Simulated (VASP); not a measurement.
# V (P6/mmm) in VASP: further runs

The runs below take V through relaxation of cell and atoms, with PBE.

All numbers are computed with VASP 6.6.1; they aren't measurements. Logs are shortened: lines on timing, memory, paths and dates and some standing lists are left out, and cuts for length are marked.

## Step 1: The cell of the first run

Symmetry: P6/mmm, No. 191, hexagonal system. Conventional cell: a = 2.369 Å, b = 2.369 Å, c = 2.227 Å, α = 90.00°, β = 90.00°, γ = 120.00°. V (site symmetry 6/mmm) has 8 V at 2.23 to 2.37 Å within 2.9 Å.

This isn't the form of V at room conditions, which is bcc.

## Step 2: Relaxation of cell and atoms, PBE, target pressure 69 GPa, at which the enthalpy is minimised

INCAR reads:

```
PREC = Accurate ; ENCUT = 600
EDIFF = 1E-6 ; ISMEAR = -1
SIGMA = 0.1 ; LREAL = False
LASPH = True ; NELM = 60
ALGO = Normal ; ISIF = 3
LWAVE = False ; LCHARG = False
GGA = PE ; IBRION = 2
NSW = 60 ; EDIFFG = -0.005
PSTRESS = 690.0
```

KPOINTS reads:

```
regular mesh
0
Gamma
  18 18 17
```

POSCAR reads:

```
V
1.0
    2.3690752969      0.0000000000      0.0000000000
   -1.1845376484      2.0516793906      0.0000000000
    0.0000000000      0.0000000000      2.2269307791
V
1
Direct
    0.0000000000      0.0000000000      0.0000000000
```

Potentials or basis: VASP PAW PBE potentials, release 64 (V_sv).

Started as:

```sh
cat potpaw_PBE.64/V_sv/POTCAR > POTCAR
mpirun -np 1 vasp_std > vasp.out
```

OUTCAR:

```text
PREC = Accurate
   ENCUT = 600
   EDIFF = 1E-6
   ISMEAR = -1
   LREAL = False
   LASPH = True
   NELM = 60
   ISIF = 3
   GGA = PE
   IBRION = 2
   NSW = 60
   EDIFFG = -0.005
   PSTRESS = 690.0

 ion  position               nearest neighbor table
   1  0.000  0.000  0.000-

  LATTYP: Found a hexagonal cell.
 ALAT       =     2.3690752969
 C/A-ratio  =     0.9400000000

  Lattice vectors:

 A1 = (   2.3690752969,   0.0000000000,   0.0000000000)
 A2 = (  -1.1845376484,   2.0516793906,   0.0000000000)
 A3 = (   0.0000000000,   0.0000000000,   2.2269307791)

Analysis of symmetry for initial positions (statically):
=====================================================================
 Subroutine PRICEL returns:
 Original cell was already a primitive cell.

 Routine SETGRP: Setting up the symmetry group for a
 hexagonal supercell.

 Subroutine GETGRP returns: Found 24 space group operations
 (whereof 24 operations were pure point group operations)
 out of a pool of 24 trial point group operations.

The static configuration has the point symmetry D_6h.

Analysis of symmetry for dynamics (positions and initial velocities):
=====================================================================
 Subroutine PRICEL returns:
 Original cell was already a primitive cell.

 Routine SETGRP: Setting up the symmetry group for a
 hexagonal supercell.

 Subroutine GETGRP returns: Found 24 space group operations
 (whereof 24 operations were pure point group operations)
 out of a pool of 24 trial point group operations.

The dynamic configuration has the point symmetry D_6h.

 Subroutine INISYM returns: Found 24 space group operations
 (whereof 24 operations are pure point group operations),
 and found     1 'primitive' translations

----------------------------------------------------------------------------------------

                                     Primitive cell

  volume of cell :      10.8242

  direct lattice vectors                    reciprocal lattice vectors
     2.369075297  0.000000000  0.000000000     0.422105621  0.243702794  0.000000000
    -1.184537648  2.051679391  0.000000000     0.000000000  0.487405588  0.000000000
     0.000000000  0.000000000  2.226930779     0.000000000  0.000000000  0.449048533

  length of vectors
     2.369075297  2.369075297  2.226930779     0.487405588  0.487405588  0.449048533

  position of ions in fractional coordinates (direct lattice)
     0.000000000  0.000000000  0.000000000

  ion indices of the primitive-cell ions
   primitive index   ion index
                 1           1

----------------------------------------------------------------------------------------

 KPOINTS: regular mesh

Automatic generation of k-mesh.
 Grid dimensions read from file:
 generate k-points for:   18   18   17

 Generating k-lattice:

  Cartesian coordinates                     Fractional coordinates (reciprocal lattice)
     0.023450312  0.013539044  0.000000000     0.055555556 -0.000000000  0.000000000
     0.000000000  0.027078088  0.000000000     0.000000000  0.055555556  0.000000000
     0.000000000  0.000000000  0.026414620     0.000000000  0.000000000  0.058823529

  Length of vectors
     0.027078088  0.027078088  0.026414620

  Shift w.r.t. Gamma in fractional coordinates (k-lattice)
     0.000000000  0.000000000  0.000000000

 Subroutine IBZKPT returns following result:
 ===========================================

 Found    333 irreducible k-points:

 Following reciprocal coordinates:
            Coordinates               Weight
  0.000000  0.000000  0.000000      1.000000
  0.055556  0.000000  0.000000      6.000000
  0.111111  0.000000  0.000000      6.000000
  0.166667  0.000000  0.000000      6.000000
  0.222222 -0.000000  0.000000      6.000000
  0.277778  0.000000  0.000000      6.000000
[... 16 lines left out ...]
  0.333333  0.111111  0.000000     12.000000
  0.388889  0.111111  0.000000     12.000000
 [... further k-points ...]
   k-points           NKPTS =    333   k-points in BZ     NKDIM =    333   number of bands    NBANDS=     10
   number of dos      NEDOS =    301   number of ions     NIONS =      1
   total plane-waves  NPLWV =   7200
   dimension x,y,z NGX =    20 NGY =   20 NGZ =   18
   dimension x,y,z NGXF=    40 NGYF=   40 NGZF=   36
   ions per type =               1
   NGX,Y,Z   is equivalent  to a cutoff of  14.03, 14.03, 13.44 a.u.
   NGXF,Y,Z  is equivalent  to a cutoff of  28.07, 28.07, 26.87 a.u.
 SYSTEM =  unknown system
   PREC   = accura    normal or accurate (medium, high low for compatibility)
   ISTART =      0    job   : 0-new  1-cont  2-samecut
   ICHARG =      2    charge: 1-file 2-atom 10-const
   ISPIN  =      1    spin polarized calculation?
   LNONCOLLINEAR =      F non collinear calculations
   LSORBIT =      F    spin-orbit coupling
   LASPH  =      T    aspherical Exc in radial PAW
   ENCUT  =  600.0 eV  44.10 Ry    6.64 a.u.   4.73  4.73  4.45*2*pi/ulx,y,z
   NELM   =     60;   NELMIN=  2; NELMDL= -5     # of ELM steps
   EDIFF  = 0.1E-05   stopping-criterion for ELM
   LREAL  =      F    real-space projection
   EDIFFG = -.5E-02   stopping-criterion for IOM
   NSW    =     60    number of steps for IOM
   IBRION =      2    ionic relax: 0-MD 1-quasi-New 2-CG
   NFREE  =      1    steps in history (QN), initial steepest desc. (CG)
   ISIF   =      3    stress and relaxation
   ISYM   =      2    0-nonsym 1-usesym 2-fastsym
   POTIM  = 0.5000    time-step for ionic-motion
   TEBEG  =    0.0;   TEEND  =   0.0 temperature during run
   PSTRESS=  690.0 pullay stress
   NELECT =      13.0000    total number of electrons
   NUPDOWN=      -1.0000    fix difference up-down
   EMIN   =  10.00;   EMAX   =-10.00  energy-range for DOS
   EFERMI =   0.00;   METHOD = LEGACY
   ISMEAR =    -1;   SIGMA  =   0.10  broadening in eV -4-tet -1-fermi 0-gaus
   EFERMI_NEDOS =   21; number of points for ismear=-14 and -15
   IALGO  =     38    algorithm
   IMIX   =      4    mixing-type and parameters
     AMIX     =   0.40;   BMIX     =  1.00
     AMIX_MAG =   1.60;   BMIX_MAG =  1.00
  volume/ion in A,a.u.               =      10.82        73.05
  Fermi-wavevector in a.u.,A,eV,Ry     =   1.740167  3.288439 41.200905  3.028181
  Thomas-Fermi vector in A             =   2.812868
   LORBIT       =      0    0 simple, 1 ext, 2 COOP (PROOUT), +10 PAW based schemes
   GGA     = PE    functional components
   LHFCALC =     F    Hartree Fock is set to
   AEXX    =    0.0000 exact exchange contribution
   IVDW    =     0    specifies the selected vdW correction
   LEPSILON=     F    determine dielectric tensor
   LRPA    =     F    only Hartree local field effects (RPA)
 conjugate gradient relaxation of ions
 non-spin polarized calculation
  energy-cutoff  :      600.00
  volume of cell :       10.82
 maximum number of plane-waves:       381
 NGX is ok and might be reduce to    20
   NGX =  9   NGY =  9   NGZ =  9

--------------------------------------- Ionic step        1  -------------------------------------------

 number of electron      13.0000007 magnetization

 Free energy of the ion-electron system (eV)
  ---------------------------------------------------
  ext. energy  EPLUGINS =         0.00000000
  ---------------------------------------------------
  free energy    TOTEN  =        -7.91925022 eV

  energy without entropy =       -7.88639196  energy(sigma->0) =       -7.90282109

------------------------ aborting loop because EDIFF is reached ----------------------------------------

  FORCE on cell =-STRESS in cart. coord.  units (eV):
  Direction    XX          YY          ZZ          XY          YZ          ZX
  --------------------------------------------------------------------------------------
  -------------------------------------------------------------------------------------
  Total        4.9913360      4.9913360      4.6340118      0.0000000      0.0000000      0.0000000
  in kB      738.8092240    738.8092240    685.9186916      0.0000000      0.0000000      0.0000000
  external PRESSURE =      31.1790465 kB  Pullay stress =     690.0000000 kB
[... 90 lines left out ...]
  FREE ENERGIE OF THE ION-ELECTRON SYSTEM (eV)
  ---------------------------------------------------
  free  energy   TOTEN  =        -7.9694471531 eV

  energy  without entropy=       -7.9368051979  energy(sigma->0) =       -7.95312618

  enthalpy is  TOTEN    =        -3.2594930773 eV   P V=        4.7099540758

[... ionic steps 4 to 7 ...]

--------------------------------------- Ionic step        8  -------------------------------------------

 number of electron      13.0000010 magnetization

------------------------ aborting loop because EDIFF is reached ----------------------------------------

  FORCE on cell =-STRESS in cart. coord.  units (eV):
  Direction    XX          YY          ZZ          XY          YZ          ZX
  --------------------------------------------------------------------------------------
  -------------------------------------------------------------------------------------
  Total        4.7075339      4.7075339      4.6967826      0.0000000      0.0000000      0.0000000
  in kB      691.1807520    691.1807520    689.6021979      0.0000000      0.0000000      0.0000000
  external PRESSURE =       0.6545673 kB  Pullay stress =     690.0000000 kB
[... 59 lines left out ...]
  enthalpy is  TOTEN    =        -3.2596777069 eV   P V=        4.7002129657

--------------------------------------- Ionic step       10  -------------------------------------------

 number of electron      13.0000011 magnetization

 Free energy of the ion-electron system (eV)
  ---------------------------------------------------
  ext. energy  EPLUGINS =         0.00000000
  ---------------------------------------------------
  free energy    TOTEN  =        -7.96014233 eV

  energy without entropy =       -7.92766557  energy(sigma->0) =       -7.94390395

 E-fermi :  13.0090     XC(G=0): -14.0255

 val. band max:       13.0022647207   @ k =   0.2222   0.1667   0.2353
 cond. band min:      13.0123011614   @ k =   0.0556   0.0000   0.0588
 fundamental gap:      0.0100364407
 Fermi energy:        13.0089966369

 k-point     1 :       0.0000    0.0000    0.0000
  band No.  band energies     occupation
      1     -51.1050      2.00000
      2     -23.7542      2.00000
      3     -23.7542      2.00000
      4     -23.6547      2.00000
      5       5.8065      2.00000
      6       9.6788      2.00000
      7      13.1111      0.52983
      8      13.1111      0.52983
      9      17.6048      0.00000
     10      17.6048      0.00000
[... 287 lines left out ...]
 k-point    24 :       0.3889    0.1111    0.0000
  band No.  band energies     occupation
      1     -50.6544      2.00000
      2     -25.5731      2.00000
      3     -24.3199      2.00000
      4     -23.4373      2.00000
      5       9.0951      2.00000
      6      11.0365      2.00000
      7      13.4674      0.02023
      8      15.1092      0.00000
      9      16.8730      0.00000
     10      18.4366      0.00000

 [... further k-points ...]
[... 5 lines left out ...]
  --------------------------------------------------------------------------------------
  -------------------------------------------------------------------------------------
  Total        4.7017484      4.7017484      4.6995331      0.0000000      0.0000000      0.0000000
  in kB      690.1884802    690.1884802    689.8632907      0.0000000      0.0000000      0.0000000
  external PRESSURE =       0.0800837 kB  Pullay stress =     690.0000000 kB
[... 16 lines left out ...]
  FREE ENERGIE OF THE ION-ELECTRON SYSTEM (eV)
  ---------------------------------------------------
  free  energy   TOTEN  =        -7.9601423337 eV

  energy  without entropy=       -7.9276655688  energy(sigma->0) =       -7.94390395

  enthalpy is  TOTEN    =        -3.2596778954 eV   P V=        4.7004644383

 reached required accuracy - stopping structural energy minimisation
```

It took 3.9 min on 1 thread of Intel Xeon 8259CL, shared host; peak memory 0.17 GiB.

What came out:

* Free energy: -7.9601 eV
* Relaxed volume: 10.91 Å³/atom
* Relaxed cell: a = 2.383 Å, b = 2.383 Å, c = 2.220 Å, α = 90.00°, β = 90.00°, γ = 120.00°
* Space group after relaxing (to 0.1 Å): P6/mmm (No. 191)
* Energy change on relaxing (the run minimises the enthalpy): -40.9 meV/atom
* Ionic steps: 10
* Pressure after relaxing: 69.0 GPa
* Band gap on the k mesh: zero (an odd number of electrons rules out a gap without spin polarisation)

The path:
```tsv
step	energy change (eV)	largest force (eV/Å)	pressure (GPa)	volume (Å³)
1	0.0000	0.0000	72.12	10.82
2	-0.1380	0.0000	60.83	11.16
3	-0.0502	0.0000	68.23	10.94
4	-0.0314	0.0000	69.88	10.89
5	-0.0417	0.0000	68.81	10.92
6	-0.0412	0.0000	68.98	10.92
7	-0.0415	0.0000	68.96	10.92
8	-0.0399	0.0000	69.07	10.91
9	-0.0406	0.0000	69.07	10.91
10	-0.0409	0.0000	69.01	10.91
```

Final structure:
```
V
1.0
     2.38276    0.00000    0.00000
    -1.19138    2.06353    0.00000
     0.00000    0.00000    2.21979
V
1
Direct
  0.00000 0.00000 0.00000
```

Caveat: the cell is relaxed towards a set pressure, so the run minimises the enthalpy, not the energy.

## Step 3: Relaxation of cell and atoms, PBE, target pressure 69 GPa, at which the enthalpy is minimised

This run uses another cell than the first one, of 10.88 Å³/atom.

INCAR reads:

```
ALGO = Normal
EDIFF = 1E-6
EDIFFG = -0.005
ENCUT = 600
GGA = PE
IBRION = 2
ISIF = 3
ISMEAR = -1
LASPH = T
LCHARG = F
LREAL = F
LWAVE = F
NELM = 80
NSW = 32
PREC = Accurate
PSTRESS = 690.0
SIGMA = 0.1
```

KPOINTS reads:

```
k-points
0
Gamma
  18 18 17
```

POSCAR reads:

```
V
1.0
    2.3815255393      0.0000000000      0.0000000000
   -1.1907627696      2.0624616168      0.0000000000
    0.0000000000      0.0000000000      2.2152848762
V
1
Direct
    0.0000000000      0.0000000000      0.0000000000
```

Potentials or basis: VASP PAW PBE potentials, release 64 (V_sv).

Started as:

```sh
cat potpaw_PBE.64/V_sv/POTCAR > POTCAR
mpirun -np 1 vasp_std > vasp.out
```

OUTCAR:

```text
EDIFF = 1E-6
   EDIFFG = -0.005
   ENCUT = 600
   GGA = PE
   IBRION = 2
   ISIF = 3
   ISMEAR = -1
   LASPH = T
   LREAL = F
   NELM = 80
   NSW = 32
   PREC = Accurate
   PSTRESS = 690.0

 ion  position               nearest neighbor table
   1  0.000  0.000  0.000-

  LATTYP: Found a hexagonal cell.
 ALAT       =     2.3815255393
 C/A-ratio  =     0.9301957252

  Lattice vectors:

 A1 = (   2.3815255393,   0.0000000000,   0.0000000000)
 A2 = (  -1.1907627696,   2.0624616168,   0.0000000000)
 A3 = (   0.0000000000,   0.0000000000,   2.2152848762)

Analysis of symmetry for initial positions (statically):
=====================================================================
 Subroutine PRICEL returns:
 Original cell was already a primitive cell.

[... 361 lines left out ...]
  free energy    TOTEN  =        -7.96079279 eV

  energy without entropy =       -7.92830263  energy(sigma->0) =       -7.94454771

 E-fermi :  13.0072     XC(G=0): -14.0247

 val. band max:       13.0002750286   @ k =   0.4444   0.1111   0.4118
 cond. band min:      13.0107160674   @ k =   0.0556   0.0000   0.0588
 fundamental gap:      0.0104410388
 Fermi energy:        13.0071868441

 k-point     1 :       0.0000    0.0000    0.0000
  band No.  band energies     occupation
      1     -51.1069      2.00000
      2     -23.7561      2.00000
      3     -23.7561      2.00000
      4     -23.6581      2.00000
      5       5.8047      2.00000
      6       9.6776      2.00000
      7      13.1095      0.52899
      8      13.1095      0.52899
      9      17.6015      0.00000
     10      17.6015      0.00000
[... 287 lines left out ...]
 k-point    24 :       0.3889    0.1111    0.0000
  band No.  band energies     occupation
      1     -50.6561      2.00000
      2     -25.5751      2.00000
      3     -24.3218      2.00000
      4     -23.4406      2.00000
      5       9.0937      2.00000
      6      11.0359      2.00000
      7      13.4662      0.02009
      8      15.1046      0.00000
      9      16.8693      0.00000
     10      18.4349      0.00000

 [... further k-points ...]
[... 5 lines left out ...]
  --------------------------------------------------------------------------------------
  -------------------------------------------------------------------------------------
  Total        4.7029541      4.7029541      4.6972679      0.0000000      0.0000000      0.0000000
  in kB      690.2763539    690.2763539    689.4417602      0.0000000      0.0000000      0.0000000
  external PRESSURE =      -0.0018440 kB  Pullay stress =     690.0000000 kB
[... 20 lines left out ...]
  energy  without entropy=       -7.9283026316  energy(sigma->0) =       -7.94454771

  enthalpy is  TOTEN    =        -3.2597214994 eV   P V=        4.7010712877

 reached required accuracy - stopping structural energy minimisation
```

CONTCAR:

```text
V
   1.00000000000000
     2.3826953651415006    0.0000000000222508    0.0000000000000000
    -1.1913476825014562    2.0634747156892916   -0.0000000000000000
    -0.0000000000000000   -0.0000000000000000    2.2201926309772921
  V
     1
Direct
     1.0000000000000000    0.0000000000000000    0.0000000000000000

  0.00000000E+00  0.00000000E+00  0.00000000E+00
```

Run time: 3.3 min. Hardware: 1 thread of Intel Xeon 8259CL, shared host; peak memory 0.17 GiB.

What came out:

```yaml
Free_energy: -7.9608 eV
Relaxed_volume: 10.92 Å³/atom
Relaxed_cell: a = 2.383 Å, b = 2.383 Å, c = 2.220 Å, α = 90.00°, β = 90.00°, γ = 120.00°
Space_group_after_relaxing_to_0.1_Å: P6/mmm (No. 191)
Energy_change_on_relaxing_the_run_minimises_the_enthalpy: -15.2 meV/atom
Ionic_steps: 10
Pressure_after_relaxing: 69.0 GPa
Band_gap_on_the_k_mesh: zero (an odd number of electrons rules out a gap without spin polarisation)
```

Stress tensor (GPa, compression positive):
```
69.03  0.00  0.00
 0.00 69.03  0.00
 0.00  0.00 68.94
```

Step by step:
```csv
step,energy change (eV),largest force (eV/Å),pressure (GPa),volume (Å³)
1,0.0000,0.0000,70.14,10.88
2,-0.0518,0.0000,65.96,11.00
3,-0.0155,0.0000,68.94,10.92
4,-0.0158,0.0000,68.96,10.92
5,-0.0340,0.0000,67.42,10.96
6,-0.0162,0.0000,68.96,10.92
7,-0.0169,0.0000,68.81,10.92
8,-0.0092,0.0000,69.49,10.90
9,-0.0142,0.0000,69.04,10.91
10,-0.0152,0.0000,69.00,10.92
```

Final structure:
```
V
1.0
     2.38270    0.00000    0.00000
    -1.19135    2.06347    0.00000
     0.00000    0.00000    2.22019
V
1
Direct
  0.00000 0.00000 0.00000
```

Caveat: the cell is relaxed towards a set pressure, so the run minimises the enthalpy, not the energy.

[end of part 1 of 2]
